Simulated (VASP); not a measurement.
HfO2: single point with PBE

HfO2:

```
Hf O
1.0
     5.91338    0.09366   -0.02632
     0.09366    6.16923   -0.02935
    -0.02632   -0.02935    5.66607
Hf O
6 12
Direct
  0.28778 0.32426 0.94690
  0.83798 0.07063 0.87761
  0.49218 0.77020 0.05467
  0.34541 0.11212 0.46565
  0.86487 0.24073 0.36009
  0.02059 0.71822 0.50233
  0.15123 0.05090 0.12338
  0.03757 0.04045 0.58823
  0.69104 0.25655 0.63677
  0.85263 0.73280 0.82959
  0.51044 0.04611 0.83450
  0.14126 0.38439 0.54903
  0.76810 0.56362 0.28856
  0.69530 0.99497 0.26139
  0.93221 0.37683 0.99700
  0.25950 0.67883 0.31037
  0.34894 0.60117 0.79601
  0.45832 0.30087 0.24268
```

```json
{
  "Program": "VASP 6.6.1",
  "Task": "single point",
  "Functional": "PBE",
  "Potentials or basis": "VASP PAW PBE potentials, release 64 (Hf_pv, O)",
  "Cutoff": "520 eV",
  "k mesh": "1 × 1 × 1",
  "Occupations": "fermi-dirac, width 0.2232 eV",
  "Spin": "no spin polarisation"
}
```

```json
{"Pressure": "18.5 GPa", "Largest force": "8.111 eV/Å", "Band gap on the k mesh": "1.68 eV"}
```

Forces in eV/Å, atoms in the order of the input:
```
Hf  -2.463 -0.145  0.290
Hf   1.468 -0.288  0.144
Hf   0.840 -1.872  0.705
Hf   3.116  1.123 -0.403
Hf  -0.338  5.744 -2.310
Hf  -6.816 -4.308  0.878
O    0.431 -0.291  1.233
O    1.007 -3.385  1.562
O   -1.723  2.436 -0.897
O   -0.729  2.424  0.281
O   -5.360 -2.370  1.725
O    0.797 -1.360 -0.352
O    0.377  2.445  2.028
O   -0.612 -3.365 -1.341
O    2.474 -3.208 -0.289
O    5.585  2.196 -3.026
O    1.163  1.910  2.104
O    0.782  2.314 -2.331
```

Stress tensor (GPa, compression positive):
```
 12.76  12.08 -10.13
 12.08  25.10  -0.60
-10.13  -0.60  17.62
```

Levels at points of the mesh, in eV from the valence-band top:
| k point | band 64 | band 65 | band 66 | band 67 | band 68 | band 69 |
| --- | --- | --- | --- | --- | --- | --- |
| (0.00, 0.00, 0.00) | -1.07 | -0.35 | 0.00 | 1.68 | 2.23 | 2.46 |

Wall time 30 s on 1 thread of AMD EPYC 9R45 96-Core Processor (Zen 5) (shared host), peak memory 0.25 GiB.

Caveat: the k points lie up to 1.11 Å⁻¹ apart; spin-orbit coupling is left out, which moves the levels of the heavy elements.
